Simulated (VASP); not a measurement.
The system is Be.

```
Be
1.0
     2.65709    0.00000    0.00000
     0.00000    2.65709    0.00000
     0.00000    0.00000    2.31327
Be
1
Direct
  0.50000 0.50000 0.00000
```

The cell was built from a structure type or drawn by symmetry, and may not be a known phase.

| Quantity | Value |
| --- | --- |
| Program | VASP 6.6.1 |
| Task | relaxation of cell and atoms |
| Functional | PBE |
| Potentials or basis | VASP PAW PBE potentials, release 64 (Be) |
| Cutoff | 600 eV |
| k mesh | 6 × 6 × 8 |
| Occupations | gaussian, width 0.1 eV |
| Spin | no spin polarisation |

At the start: pressure -15.6 GPa; volume 16.33 Å³/atom.

Question: Where does the relaxation end?

Answer: Over 8 steps the energy falls by 402.0 meV/atom and the volume is 10.36 Å³/atom (-36.5 %); space group P4/mmm (No. 123, to 0.1 Å) before and after.

The path:
```csv
step,energy change (eV),largest force (eV/Å),pressure (GPa),volume (Å³)
1,0.0000,0.0000,-15.59,16.33
2,-0.2965,0.0000,-10.46,12.86
3,-0.3688,0.0000,-3.20,11.17
4,-0.3715,0.0000,-0.33,10.72
5,-0.4001,0.0000,1.78,10.10
6,-0.4015,0.0000,1.17,10.21
7,-0.4015,0.0000,1.13,10.22
8,-0.4020,0.0000,-0.07,10.36
```

Final structure:
```
Be
1.0
     2.25329    0.00000    0.00000
     0.00000    2.25329    0.00000
     0.00000    0.00000    2.04131
Be
1
Direct
  0.50000 0.50000 0.00000
```

Caveat: the k points lie up to 0.46 Å⁻¹ apart in the final cell, too coarse for converged energies and pressures of a metal; the volume moved by over 15 % at a fixed basis, so the end points are rough.
